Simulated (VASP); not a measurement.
Here is a VASP 6.6.1 calculation.

File INCAR:

```
PREC     = Accurate       # precision mode
ENCUT    = 520            # plane-wave cutoff, eV
EDIFF    = 1E-6           # SCF threshold, eV
ISMEAR   = -1             # smearing method
SIGMA    = 0.15           # smearing width, eV
LREAL    = F              # projectors in reciprocal space
LASPH    = T              # aspherical terms in the spheres
NELM     = 80             # most SCF steps
ALGO     = Normal         # electronic algorithm
ISIF     = 2              # what is computed and relaxed
LWAVE    = F              # write WAVECAR
LCHARG   = F              # write CHGCAR
GGA      = PE             # functional
IVDW     = 12             # dispersion correction
NBANDS   = 82             # bands
```

The input KPOINTS:

```
Automatic mesh
0
Gamma
  3 3 1
```

Contents of POSCAR:

```
Ag12Cl
1.0
    5.7841330000      0.0000000000      0.0000000000
    2.8920670000      5.0092070000      0.0000000000
    0.0000000000      0.0000000000     17.7227250000
Ag Cl
12 1
Direct
    0.1666576930      0.1666730882      0.0564247315
    0.6666634847      0.1666730882      0.0564247315
    0.1666695393      0.6666723895      0.0564247315
    0.6666580424      0.6666723895      0.0564247315
   -0.1492591923      0.2949568664      0.1922390603
    0.4021189462      0.2939387412      0.1897281597
   -0.0364574687      0.7754920090      0.2027284179
    0.4099956451      0.7764103180      0.1840687592
    0.0828377881     -0.0029545595      0.3163226874
    0.5831608896      0.0218597475      0.3164355369
    0.1085271106      0.4616299546      0.3354393864
    0.5805480187      0.5169081653      0.3285894240
    0.9140954557      0.2535730705      0.4506869006
```

Potentials or basis: VASP PAW PBE potentials, release 64 (Ag, Cl).

Launch:

```sh
$ cat potpaw_PBE.64/Ag/POTCAR potpaw_PBE.64/Cl/POTCAR > POTCAR
$ mpirun -np 1 vasp_std > vasp.out
```

What does it give for the dispersion energy per atom?

-0.394 eV.

What does it give for the largest force?

1.956 eV/Å.

Predict the band gap on the k mesh.

zero (an odd number of electrons rules out a gap without spin polarisation).

Forces in eV/Å, atoms in the order of the input:
```
Ag   0.073  0.007  0.158
Ag   0.149 -0.262 -0.252
Ag  -0.068 -0.071 -0.162
Ag   0.564 -0.177 -0.485
Ag   1.647  0.186 -0.450
Ag  -1.289 -0.364 -0.128
Ag  -1.909 -0.142 -0.406
Ag   0.674  1.131  0.767
Ag   0.423 -0.247  1.063
Ag  -0.019 -0.996  0.409
Ag  -0.339  0.713  0.056
Ag   0.039  0.060  0.226
Cl   0.055  0.162 -0.796
```

Caveat: the k points lie up to 0.42 Å⁻¹ apart, too coarse for converged energies and pressures of a metal; the atoms stand as in a frame of molecular dynamics; an odd number of electrons without spin polarisation forces a metal; a magnetic or distorted state may lie lower.
